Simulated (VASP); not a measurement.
# SbMo (Fm-3m) in VASP: further runs, part 3 of 3

VASP 6.6.1.

## (4) Single point, LDA

File INCAR:

```
SYSTEM = SbMo
PREC     = Accurate       ! precision mode
ENCUT    = 520            ! plane-wave cutoff, eV
EDIFF    = 1E-7           ! SCF threshold, eV
ISMEAR   = 0              ! smearing method
SIGMA    = 0.05           ! smearing width, eV
LREAL    = .False.        ! projectors in reciprocal space
LASPH    = .True.         ! aspherical terms in the spheres
NELM     = 80             ! most SCF steps
ALGO     = Normal         ! electronic algorithm
ISIF     = 2              ! what is computed and relaxed
LWAVE    = .False.        ! write WAVECAR
LCHARG   = .True.         ! write CHGCAR
LELF     = .True.         ! ELF
LVHAR    = .True.       
NBANDS   = 16             ! bands
```

File KPOINTS:

```
Automatic mesh
0
Gamma
  10 10 10
  0 0 0
```

File POSCAR:

```
SbMo
1.0
    0.0000000000      2.7601270029      2.7601270029
    2.7601270029      0.0000000000      2.7601270029
    2.7601270029      2.7601270029      0.0000000000
Mo Sb
1 1
Direct
    0.5000000000      0.5000000000      0.5000000000
    0.0000000000      0.0000000000      0.0000000000
```

Potentials or basis: VASP PAW LDA potentials, release 64 (Mo_sv, Sb).

The run is started by

```bash
> cat potpaw_LDA.64/Mo_sv/POTCAR potpaw_LDA.64/Sb/POTCAR > POTCAR
> mpirun -np 1 vasp_std > vasp.out
```

OUTCAR:

```text
SYSTEM = SbMo
   PREC = Accurate
   ENCUT = 520
   EDIFF = 1E-7
   ISMEAR = 0
   LREAL = .False.
   LASPH = .True.
   NELM = 80
   ISIF = 2

 ion  position               nearest neighbor table
   1  0.500  0.500  0.500-   2 2.76   2 2.76   2 2.76   2 2.76   2 2.76   2 2.76
   2  0.000  0.000  0.000-   1 2.76   1 2.76   1 2.76   1 2.76   1 2.76   1 2.76

  LATTYP: Found a face centered cubic cell.
 ALAT       =     5.5202540058

  Lattice vectors:

 A1 = (   0.0000000000,   2.7601270029,   2.7601270029)
 A2 = (   2.7601270029,   0.0000000000,   2.7601270029)
 A3 = (   2.7601270029,   2.7601270029,   0.0000000000)

Analysis of symmetry for initial positions (statically):
=====================================================================
 Subroutine PRICEL returns:
 Original cell was already a primitive cell.

 Routine SETGRP: Setting up the symmetry group for a
 face centered cubic supercell.

 Subroutine GETGRP returns: Found 48 space group operations
 (whereof 48 operations were pure point group operations)
 out of a pool of 48 trial point group operations.

The static configuration has the point symmetry O_h .

Analysis of symmetry for dynamics (positions and initial velocities):
=====================================================================
 Subroutine PRICEL returns:
 Original cell was already a primitive cell.

 Routine SETGRP: Setting up the symmetry group for a
 face centered cubic supercell.

 Subroutine GETGRP returns: Found 48 space group operations
 (whereof 48 operations were pure point group operations)
 out of a pool of 48 trial point group operations.

The dynamic configuration has the point symmetry O_h .

 Subroutine INISYM returns: Found 48 space group operations
 (whereof 48 operations are pure point group operations),
 and found     1 'primitive' translations

----------------------------------------------------------------------------------------

                                     Primitive cell

  volume of cell :      42.0550

  direct lattice vectors                    reciprocal lattice vectors
     0.000000000  2.760127003  2.760127003    -0.181151085  0.181151085  0.181151085
     2.760127003  0.000000000  2.760127003     0.181151085 -0.181151085  0.181151085
     2.760127003  2.760127003  0.000000000     0.181151085  0.181151085 -0.181151085

  length of vectors
     3.903409041  3.903409041  3.903409041     0.313762882  0.313762882  0.313762882

  position of ions in fractional coordinates (direct lattice)
     0.500000000  0.500000000  0.500000000
     0.000000000  0.000000000  0.000000000

  ion indices of the primitive-cell ions
   primitive index   ion index
                 1           1
                 2           2

----------------------------------------------------------------------------------------

 KPOINTS: Automatic mesh

Automatic generation of k-mesh.
 Grid dimensions read from file:
 generate k-points for:   10   10   10

 Generating k-lattice:

  Cartesian coordinates                     Fractional coordinates (reciprocal lattice)
    -0.018115108  0.018115108  0.018115108     0.100000000  0.000000000  0.000000000
     0.018115108 -0.018115108  0.018115108     0.000000000  0.100000000  0.000000000
     0.018115108  0.018115108 -0.018115108     0.000000000  0.000000000  0.100000000

  Length of vectors
     0.031376288  0.031376288  0.031376288

  Shift w.r.t. Gamma in fractional coordinates (k-lattice)
     0.000000000  0.000000000  0.000000000

 Subroutine IBZKPT returns following result:
 ===========================================

 Found     47 irreducible k-points:

 Following reciprocal coordinates:
            Coordinates               Weight
  0.000000  0.000000  0.000000      1.000000
  0.100000  0.000000  0.000000      8.000000
  0.200000  0.000000  0.000000      8.000000
  0.300000  0.000000  0.000000      8.000000
  0.400000  0.000000  0.000000      8.000000
  0.500000  0.000000  0.000000      4.000000
[... 16 lines left out ...]
  0.300000  0.300000  0.000000      6.000000
  0.400000  0.300000  0.000000     24.000000
 [... further k-points ...]
   k-points           NKPTS =     47   k-points in BZ     NKDIM =     47   number of bands    NBANDS=     16
   number of dos      NEDOS =    301   number of ions     NIONS =      2
   total plane-waves  NPLWV =  27000
   dimension x,y,z NGX =    30 NGY =   30 NGZ =   30
   dimension x,y,z NGXF=    60 NGYF=   60 NGZF=   60
   ions per type =               1   1
   NGX,Y,Z   is equivalent  to a cutoff of  12.78, 12.78, 12.78 a.u.
   NGXF,Y,Z  is equivalent  to a cutoff of  25.55, 25.55, 25.55 a.u.
 SYSTEM =  SbMo
   PREC   = accura    normal or accurate (medium, high low for compatibility)
   ISTART =      0    job   : 0-new  1-cont  2-samecut
   ICHARG =      2    charge: 1-file 2-atom 10-const
   ISPIN  =      1    spin polarized calculation?
   LNONCOLLINEAR =      F non collinear calculations
   LSORBIT =      F    spin-orbit coupling
   LASPH  =      T    aspherical Exc in radial PAW
   ENCUT  =  520.0 eV  38.22 Ry    6.18 a.u.   7.26  7.26  7.26*2*pi/ulx,y,z
   NELM   =     80;   NELMIN=  2; NELMDL= -5     # of ELM steps
   EDIFF  = 0.1E-06   stopping-criterion for ELM
   LREAL  =      F    real-space projection
   EDIFFG = 0.1E-05   stopping-criterion for IOM
   NSW    =      0    number of steps for IOM
   IBRION =     -1    ionic relax: 0-MD 1-quasi-New 2-CG
   NFREE  =      0    steps in history (QN), initial steepest desc. (CG)
   ISIF   =      2    stress and relaxation
   ISYM   =      2    0-nonsym 1-usesym 2-fastsym
   POTIM  = 0.5000    time-step for ionic-motion
   TEBEG  =    0.0;   TEEND  =   0.0 temperature during run
   PSTRESS=    0.0 pullay stress
   NELECT =      19.0000    total number of electrons
   NUPDOWN=      -1.0000    fix difference up-down
   EMIN   =  10.00;   EMAX   =-10.00  energy-range for DOS
   EFERMI =   0.00;   METHOD = LEGACY
   ISMEAR =     0;   SIGMA  =   0.05  broadening in eV -4-tet -1-fermi 0-gaus
   EFERMI_NEDOS =   21; number of points for ismear=-14 and -15
   IALGO  =     38    algorithm
   IMIX   =      4    mixing-type and parameters
     AMIX     =   0.40;   BMIX     =  1.00
     AMIX_MAG =   1.60;   BMIX_MAG =  1.00
  volume/ion in A,a.u.               =      21.03       141.90
  Fermi-wavevector in a.u.,A,eV,Ry     =   1.256185  2.373846 21.470007  1.578001
  Thomas-Fermi vector in A             =   2.389905
   LORBIT       =      0    0 simple, 1 ext, 2 COOP (PROOUT), +10 PAW based schemes
   GGA     = CA    functional components
   LHFCALC =     F    Hartree Fock is set to
   AEXX    =    0.0000 exact exchange contribution
   IVDW    =     0    specifies the selected vdW correction
   LEPSILON=     F    determine dielectric tensor
   LRPA    =     F    only Hartree local field effects (RPA)
 non-spin polarized calculation
 Gauss-broadening in eV      SIGMA  =   0.05
  energy-cutoff  :      520.00
  volume of cell :       42.05
 maximum number of plane-waves:      1158
 NGX is ok and might be reduce to    30
   NGX = 15   NGY = 15   NGZ = 15

 number of electron      19.0000002 magnetization

 Free energy of the ion-electron system (eV)
  ---------------------------------------------------
  ext. energy  EPLUGINS =         0.00000000
  ---------------------------------------------------
  free energy    TOTEN  =       -15.36111367 eV

  energy without entropy =      -15.35734976  energy(sigma->0) =      -15.35923171

 E-fermi :   9.9796     XC(G=0): -11.5972

 val. band max:        9.9770805542   @ k =   0.5000   0.1000   0.0000
 cond. band min:       9.9820422426   @ k =  -0.3000   0.5000   0.2000
 fundamental gap:      0.0049616884
 Fermi energy:         9.9795629702

 k-point     1 :       0.0000    0.0000    0.0000
  band No.  band energies     occupation
      1     -50.5923      2.00000
      2     -24.8936      2.00000
      3     -24.8936      2.00000
      4     -24.8936      2.00000
      5      -1.9669      2.00000
      6       8.6110      2.00000
[... 8 lines left out ...]
     15      17.0995      0.00000
     16      21.2263      0.00000
[... 419 lines left out ...]
 k-point    24 :       0.4000    0.3000    0.0000
  band No.  band energies     occupation
      1     -50.5881      2.00000
      2     -24.9341      2.00000
      3     -24.9106      2.00000
      4     -24.9092      2.00000
      5      -0.2407      2.00000
      6       5.2963      2.00000
[... 8 lines left out ...]
     15      18.3704      0.00000
     16      20.4306      0.00000

 [... further k-points ...]
[... 5 lines left out ...]
  --------------------------------------------------------------------------------------
  -------------------------------------------------------------------------------------
  Total       -1.8880502     -1.8880502     -1.8880502     -0.0000000      0.0000000     -0.0000000
  in kB      -71.9294817    -71.9294817    -71.9294817     -0.0000000      0.0000000     -0.0000000
  external PRESSURE =     -71.9294817 kB  Pullay stress =       0.0000000 kB

 VOLUME and BASIS-vectors are now :
 -----------------------------------------------------------------------------
  energy-cutoff  :      520.00
  volume of cell :       42.05
      direct lattice vectors                 reciprocal lattice vectors
     0.000000000  2.760127003  2.760127003    -0.181151085  0.181151085  0.181151085
     2.760127003  0.000000000  2.760127003     0.181151085 -0.181151085  0.181151085
     2.760127003  2.760127003  0.000000000     0.181151085  0.181151085 -0.181151085

 POSITION                                       TOTAL-FORCE (eV/Angst)
 -----------------------------------------------------------------------------------
      2.76013      2.76013      2.76013         0.000000     -0.000000      0.000000
      0.00000      0.00000      0.00000        -0.000000      0.000000     -0.000000
 -----------------------------------------------------------------------------------
    total drift:                                0.000000     -0.000000      0.000000

  FREE ENERGIE OF THE ION-ELECTRON SYSTEM (eV)
  ---------------------------------------------------
  free  energy   TOTEN  =       -15.3611136686 eV

  energy  without entropy=      -15.3573497560  energy(sigma->0) =      -15.35923171
```

Run time: 15 s. Hardware: 1 thread of AMD EPYC 9R45 (Zen 5), shared host; peak memory 0.14 GiB.

Results:

```
Free energy : -15.3611 eV
Pressure    : -7.2 GPa
```

Caveat: spin-orbit coupling is left out, which moves the levels of the heavy elements.

## (5) Overview

```csv
level,potentials or basis,gap on the mesh (eV),pressure (GPa)
PBE,"VASP PAW PBE potentials, release 64 (Mo_sv, Sb)",none,-0.1
PBEsol,"VASP PAW PBE potentials, release 64 (Mo_sv, Sb)",none,-4.8
LDA,"VASP PAW LDA potentials, release 64 (Mo_sv, Sb)",none,-7.2
```

Alike in all rows: task single point; no spin polarisation; cell as given; k mesh 10 × 10 × 10; cutoff (eV) 520; smearing gaussian 0.05 eV.

Caveats: spin-orbit coupling is left out, which moves the levels of the heavy elements; the PAW data sets were made with another functional, which shifts forces and pressure a little (some runs).

Total energies depend on the potentials used, so only differences within one code and one set of settings carry meaning.
